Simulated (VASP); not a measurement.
# Rh in VASP: a series of runs

Runs on Rh. Level: PBE. Tasks: single point.

All numbers are computed with VASP 6.6.1; they aren't measurements. Logs are shortened: lines on timing, memory, paths and dates and some standing lists are left out, and cuts for length are marked.

### Step 1. The cell of the first run

Symmetry: Fm-3m, No. 225, cubic system. The conventional cell has a = 3.917 Å, b = 3.917 Å, c = 3.917 Å, α = 90.00°, β = 90.00°, γ = 90.00°. Within 3.7 Å of Rh (site symmetry m-3m) lie 12 Rh at 2.77 Å.

### Step 2. Single point, PBE (strain +0.030 along x and y, +0.030 along z)

INCAR reads:

```
SYSTEM = Rh
  ALGO = Fast
  EDIFF = 1E-7
  ENCUT = 520
  GGA = PE
  ISIF = 2
  ISMEAR = 0
  LASPH = .TRUE.
  LCHARG = .FALSE.
  LREAL = .FALSE.
  LWAVE = .FALSE.
  NBANDS = 14
  NELM = 60
  PREC = Accurate
  SIGMA = 0.15
```

KPOINTS reads:

```
k-points
0
G
  22 22 22
  0 0 0
```

POSCAR reads:

```
Rh
1.0
    0.0000000000      1.9585965000      1.9585965000
    1.9585965000      0.0000000000      1.9585965000
    1.9585965000      1.9585965000      0.0000000000
Rh
1
Direct
    0.0000000000      0.0000000000      0.0000000000
```

Potentials or basis: VASP PAW PBE potentials, release 64 (Rh_pv).

Run with:

```console
$ cat potpaw_PBE.64/Rh_pv/POTCAR > POTCAR
$ mpirun -np 1 vasp_std > vasp.out
```

OUTCAR:

```text
SYSTEM = Rh
   EDIFF = 1E-7
   ENCUT = 520
   GGA = PE
   ISIF = 2
   ISMEAR = 0
   LASPH = .TRUE.
   LREAL = .FALSE.
   NELM = 60
   PREC = Accurate

 ion  position               nearest neighbor table
   1  0.000  0.000  0.000-

  LATTYP: Found a face centered cubic cell.
 ALAT       =     3.9171930000

  Lattice vectors:

 A1 = (   0.0000000000,   1.9585965000,   1.9585965000)
 A2 = (   1.9585965000,   0.0000000000,   1.9585965000)
 A3 = (   1.9585965000,   1.9585965000,   0.0000000000)

Analysis of symmetry for initial positions (statically):
=====================================================================
 Subroutine PRICEL returns:
 Original cell was already a primitive cell.

 Routine SETGRP: Setting up the symmetry group for a
 face centered cubic supercell.

 Subroutine GETGRP returns: Found 48 space group operations
 (whereof 48 operations were pure point group operations)
 out of a pool of 48 trial point group operations.

The static configuration has the point symmetry O_h .

Analysis of symmetry for dynamics (positions and initial velocities):
=====================================================================
 Subroutine PRICEL returns:
 Original cell was already a primitive cell.

 Routine SETGRP: Setting up the symmetry group for a
 face centered cubic supercell.

 Subroutine GETGRP returns: Found 48 space group operations
 (whereof 48 operations were pure point group operations)
 out of a pool of 48 trial point group operations.

The dynamic configuration has the point symmetry O_h .

 Subroutine INISYM returns: Found 48 space group operations
 (whereof 48 operations are pure point group operations),
 and found     1 'primitive' translations

----------------------------------------------------------------------------------------

                                     Primitive cell

  volume of cell :      15.0267

  direct lattice vectors                    reciprocal lattice vectors
     0.000000000  1.958596500  1.958596500    -0.255284843  0.255284843  0.255284843
     1.958596500  0.000000000  1.958596500     0.255284843 -0.255284843  0.255284843
     1.958596500  1.958596500  0.000000000     0.255284843  0.255284843 -0.255284843

  length of vectors
     2.769873734  2.769873734  2.769873734     0.442166318  0.442166318  0.442166318

  position of ions in fractional coordinates (direct lattice)
     0.000000000  0.000000000  0.000000000

  ion indices of the primitive-cell ions
   primitive index   ion index
                 1           1

----------------------------------------------------------------------------------------

 KPOINTS: k-points

Automatic generation of k-mesh.
 Grid dimensions read from file:
 generate k-points for:   22   22   22

 Generating k-lattice:

  Cartesian coordinates                     Fractional coordinates (reciprocal lattice)
    -0.011603856  0.011603856  0.011603856     0.045454545  0.000000000  0.000000000
     0.011603856 -0.011603856  0.011603856     0.000000000  0.045454545  0.000000000
     0.011603856  0.011603856 -0.011603856     0.000000000  0.000000000  0.045454545

  Length of vectors
     0.020098469  0.020098469  0.020098469

  Shift w.r.t. Gamma in fractional coordinates (k-lattice)
     0.000000000  0.000000000  0.000000000

 Subroutine IBZKPT returns following result:
 ===========================================

 Found    328 irreducible k-points:

 Following reciprocal coordinates:
            Coordinates               Weight
  0.000000  0.000000  0.000000      1.000000
  0.045455  0.000000  0.000000      8.000000
  0.090909  0.000000  0.000000      8.000000
  0.136364  0.000000  0.000000      8.000000
  0.181818  0.000000  0.000000      8.000000
  0.227273  0.000000  0.000000      8.000000
[... 16 lines left out ...]
  0.500000  0.045455  0.000000     24.000000
 -0.454545  0.045455  0.000000     24.000000
 [... further k-points ...]
   k-points           NKPTS =    328   k-points in BZ     NKDIM =    328   number of bands    NBANDS=     14
   number of dos      NEDOS =    301   number of ions     NIONS =      1
   total plane-waves  NPLWV =  13824
   dimension x,y,z NGX =    24 NGY =   24 NGZ =   24
   dimension x,y,z NGXF=    48 NGYF=   48 NGZF=   48
   ions per type =               1
   NGX,Y,Z   is equivalent  to a cutoff of  14.40, 14.40, 14.40 a.u.
   NGXF,Y,Z  is equivalent  to a cutoff of  28.81, 28.81, 28.81 a.u.
 SYSTEM =  Rh
   PREC   = accura    normal or accurate (medium, high low for compatibility)
   ISTART =      0    job   : 0-new  1-cont  2-samecut
   ICHARG =      2    charge: 1-file 2-atom 10-const
   ISPIN  =      1    spin polarized calculation?
   LNONCOLLINEAR =      F non collinear calculations
   LSORBIT =      F    spin-orbit coupling
   LASPH  =      T    aspherical Exc in radial PAW
   ENCUT  =  520.0 eV  38.22 Ry    6.18 a.u.   5.15  5.15  5.15*2*pi/ulx,y,z
   NELM   =     60;   NELMIN=  2; NELMDL= -5     # of ELM steps
   EDIFF  = 0.1E-06   stopping-criterion for ELM
   LREAL  =      F    real-space projection
   EDIFFG = 0.1E-05   stopping-criterion for IOM
   NSW    =      0    number of steps for IOM
   IBRION =     -1    ionic relax: 0-MD 1-quasi-New 2-CG
   NFREE  =      0    steps in history (QN), initial steepest desc. (CG)
   ISIF   =      2    stress and relaxation
   ISYM   =      2    0-nonsym 1-usesym 2-fastsym
   POTIM  = 0.5000    time-step for ionic-motion
   TEBEG  =    0.0;   TEEND  =   0.0 temperature during run
   PSTRESS=    0.0 pullay stress
   NELECT =      15.0000    total number of electrons
   NUPDOWN=      -1.0000    fix difference up-down
   EMIN   =  10.00;   EMAX   =-10.00  energy-range for DOS
   EFERMI =   0.00;   METHOD = LEGACY
   ISMEAR =     0;   SIGMA  =   0.15  broadening in eV -4-tet -1-fermi 0-gaus
   EFERMI_NEDOS =   21; number of points for ismear=-14 and -15
   IALGO  =     68    algorithm
   IMIX   =      4    mixing-type and parameters
     AMIX     =   0.40;   BMIX     =  1.00
     AMIX_MAG =   1.60;   BMIX_MAG =  1.00
  volume/ion in A,a.u.               =      15.03       101.41
  Fermi-wavevector in a.u.,A,eV,Ry     =   1.636127  3.091831 36.421582  2.676911
  Thomas-Fermi vector in A             =   2.727485
   LORBIT       =      0    0 simple, 1 ext, 2 COOP (PROOUT), +10 PAW based schemes
   GGA     = PE    functional components
   LHFCALC =     F    Hartree Fock is set to
   AEXX    =    0.0000 exact exchange contribution
   IVDW    =     0    specifies the selected vdW correction
   LEPSILON=     F    determine dielectric tensor
   LRPA    =     F    only Hartree local field effects (RPA)
 non-spin polarized calculation
 RMM-DIIS sequential band-by-band and
 Gauss-broadening in eV      SIGMA  =   0.15
  energy-cutoff  :      520.00
  volume of cell :       15.03
 maximum number of plane-waves:       419
 NGX is ok and might be reduce to    24
   NGX = 11   NGY = 11   NGZ = 11

 number of electron      15.0000001 magnetization

 Free energy of the ion-electron system (eV)
  ---------------------------------------------------
  ext. energy  EPLUGINS =         0.00000000
  ---------------------------------------------------
  free energy    TOTEN  =        -7.21983881 eV

  energy without entropy =       -7.20228084  energy(sigma->0) =       -7.21105982

 E-fermi :  10.3368     XC(G=0): -13.4655

 val. band max:       10.3367509346   @ k =   0.3182   0.2273   0.0455
 cond. band min:      10.3421889979   @ k =   0.3182   0.2727   0.0000
 fundamental gap:      0.0054380633
 Fermi energy:        10.3368304369

 k-point     1 :       0.0000    0.0000    0.0000
  band No.  band energies     occupation
      1     -35.8833      2.00000
      2     -35.8833      2.00000
      3     -35.8833      2.00000
      4       3.0291      2.00000
      5       7.6642      2.00000
      6       7.6642      2.00000
      7       7.6642      2.00000
      8       9.4740      2.00000
      9       9.4740      2.00000
     10      26.3634      0.00000
     11      31.1369      0.00000
     12      31.3276      0.00000
     13      31.3276      0.00000
     14      31.3276      0.00000

 k-point     2 :       0.0455    0.0000    0.0000
  band No.  band energies     occupation
      1     -35.8945      2.00000
      2     -35.8849      2.00000
      3     -35.8849      2.00000
      4       3.1060      2.00000
      5       7.6321      2.00000
      6       7.6933      2.00000
      7       7.6933      2.00000
      8       9.4584      2.00000
      9       9.4584      2.00000
     10      26.4650      0.00000
     11      30.8403      0.00000
     12      31.1387      0.00000
     13      31.4310      0.00000
     14      31.4310      0.00000

 k-point     3 :       0.0909    0.0000    0.0000
  band No.  band energies     occupation
      1     -35.9269      2.00000
      2     -35.8894      2.00000
      3     -35.8894      2.00000
      4       3.3311      2.00000
      5       7.5459      2.00000
      6       7.7733      2.00000
      7       7.7733      2.00000
      8       9.4203      2.00000
      9       9.4203      2.00000
     10      26.7421      0.00000
     11      29.7504      0.00000
     12      31.1384      0.00000
     13      31.7332      0.00000
     14      31.7332      0.00000
[... 324 lines left out ...]
 k-point    23 :       0.5000    0.0455    0.0000
  band No.  band energies     occupation
      1     -36.4140      2.00000
      2     -35.9656      2.00000
      3     -35.9614      2.00000
      4       4.9894      2.00000
      5       7.5566      2.00000
      6       7.6560      2.00000
      7      10.1854      1.84649
      8      10.8283      0.00000
      9      11.8230      0.00000
     10      18.1562      0.00000
     11      25.9252      0.00000
     12      30.5926      0.00000
     13      30.6562      0.00000
     14      31.1389      0.00000

 k-point    24 :      -0.4545    0.0455    0.0000
  band No.  band energies     occupation
      1     -36.4105      2.00000
      2     -35.9671      2.00000
      3     -35.9589      2.00000
      4       4.9952      2.00000
      5       7.5702      2.00000
      6       7.6555      2.00000
      7      10.1733      1.87697
      8      10.7468      0.00011
      9      11.7626      0.00000
     10      18.3006      0.00000
     11      25.9507      0.00000
     12      30.4522      0.00000
     13      30.9131      0.00000
     14      31.1387      0.00000

 [... further k-points ...]

------------------------ aborting loop because EDIFF is reached ----------------------------------------

  FORCE on cell =-STRESS in cart. coord.  units (eV):
  Direction    XX          YY          ZZ          XY          YZ          ZX
  --------------------------------------------------------------------------------------
  -------------------------------------------------------------------------------------
  Total       -1.3545696     -1.3545696     -1.3545696      0.0000000     -0.0000000      0.0000000
  in kB     -144.4265337   -144.4265337   -144.4265337      0.0000000     -0.0000000      0.0000000
  external PRESSURE =    -144.4265337 kB  Pullay stress =       0.0000000 kB

 VOLUME and BASIS-vectors are now :
 -----------------------------------------------------------------------------
  energy-cutoff  :      520.00
  volume of cell :       15.03
      direct lattice vectors                 reciprocal lattice vectors
     0.000000000  1.958596500  1.958596500    -0.255284843  0.255284843  0.255284843
     1.958596500  0.000000000  1.958596500     0.255284843 -0.255284843  0.255284843
     1.958596500  1.958596500  0.000000000     0.255284843  0.255284843 -0.255284843

 POSITION                                       TOTAL-FORCE (eV/Angst)
 -----------------------------------------------------------------------------------
      0.00000      0.00000      0.00000        -0.000000      0.000000     -0.000000
 -----------------------------------------------------------------------------------
    total drift:                               -0.000000      0.000000      0.000000

  FREE ENERGIE OF THE ION-ELECTRON SYSTEM (eV)
  ---------------------------------------------------
  free  energy   TOTEN  =        -7.2198388054 eV

  energy  without entropy=       -7.2022808356  energy(sigma->0) =       -7.21105982
```

Run time: 56 s. Hardware: 1 thread of Intel Xeon Platinum 8259CL at 2.50GHz (Skylake/Cascade Lake), shared host; peak memory 0.19 GiB.

Results:

- Free energy: -7.2198 eV
- Pressure: -14.4 GPa
- Band gap on the k mesh: zero (an odd number of electrons rules out a gap without spin polarisation)

Caveat: the cell differs from its parent crystal (strain +0.030 along x and y, +0.030 along z); the cell stands under tension.

(Continued in part 2 of 2.)
